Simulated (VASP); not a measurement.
**NaCl: single point with PBE**

The system is NaCl.

```
CELL_PARAMETERS angstrom
0.00000 2.99095 3.24613
2.99095 0.00000 3.24613
2.99095 2.99095 0.00000
ATOMIC_POSITIONS crystal
Na 0.00000 0.00000 0.00000
Cl 0.25000 0.25000 0.25000
```

This cell differs from its parent crystal: epitaxial xy strain -3.1%.

| Quantity | Value |
| --- | --- |
| Program | VASP 6.6.1 |
| Task | single point |
| Functional | PBE |
| Potentials or basis | VASP PAW PBE potentials, release 64 (Na_pv, Cl) |
| Cutoff | 520 eV |
| k mesh | 8 × 8 × 8 |
| Occupations | fermi-dirac, width 0.02 eV |
| Spin | no spin polarisation |
| Dipole correction | no |
| Further INCAR settings | ALGO = Normal; EDIFF = 1e-06; NBANDS = 14 |

```
Pressure               : 0.9 GPa
Band gap on the k mesh : 4.92 eV, indirect (the least direct gap lies 2.3 meV higher)
```

Stress tensor (GPa, compression positive):
```
0.96 0.00 0.00
0.00 0.96 0.00
0.00 0.00 0.74
```

Levels at points of the mesh, in eV from the valence-band top:
| k point | band 5 | band 6 | band 7 | band 8 | band 9 | band 10 |
| --- | --- | --- | --- | --- | --- | --- |
| (0.00, 0.00, 0.00) | -0.10 | 0.00 | 0.00 | 4.92 | 11.12 | 11.32 |
| (0.50, 0.00, 0.00) | -1.12 | -0.21 | -0.05 | 7.55 | 8.95 | 10.38 |
| (0.50, 0.50, 0.00) | -1.10 | -0.24 | -0.24 | 7.00 | 9.28 | 10.14 |
| (0.50, 0.00, 0.50) | -0.98 | -0.41 | -0.38 | 7.03 | 8.94 | 10.93 |

Wall time 32 s on 1 thread of Intel(R) Xeon(R) Platinum 8375C CPU @ 2.90GHz (Ice Lake), on a shared host, peak memory 0.2 GiB.

Caveat: the cell differs from its parent crystal (epitaxial xy strain -3.1%). A k mesh can miss the band edges.
